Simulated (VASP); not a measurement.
Input of a VASP 6.6.1 run:

Contents of INCAR:

```
ALGO = Normal
EDIFF = 1E-6
ENCUT = 520
GGA = PE
ISIF = 2
ISMEAR = 0
LASPH = True
LCHARG = True
LELF = True
LREAL = False
LVHAR = True
LWAVE = False
NBANDS = 18
NELM = 100
PREC = Accurate
SIGMA = 0.15
```

Contents of KPOINTS:

```
k-points
0
Gamma
  16 16 16
```

The input POSCAR:

```
Yb
1.0
    0.0000000000      2.5028234767      2.5028234767
    2.5028234767      0.0000000000      2.5028234767
    2.5028234767      2.5028234767      0.0000000000
Yb
1
Direct
    0.0000000000      0.0000000000      0.0000000000
```

Potentials or basis: VASP PAW PBE potentials, release 64 (Yb).

The run is started by

```sh
$ cat potpaw_PBE.64/Yb/POTCAR > POTCAR
$ mpirun -np 1 vasp_std > vasp.out
```

Task: What does it give for the pressure?

Result: 1.9 GPa.

Task: Predict the band gap on the k mesh.

Result: Zero (band 12 reaches 2.04 eV, above the bottom of band 13 at 1.90 eV).

Caveat: spin-orbit coupling is left out, which moves the levels of the heavy elements. Spin polarisation is off, so any magnetic state and its effect on volume and gap are missing.
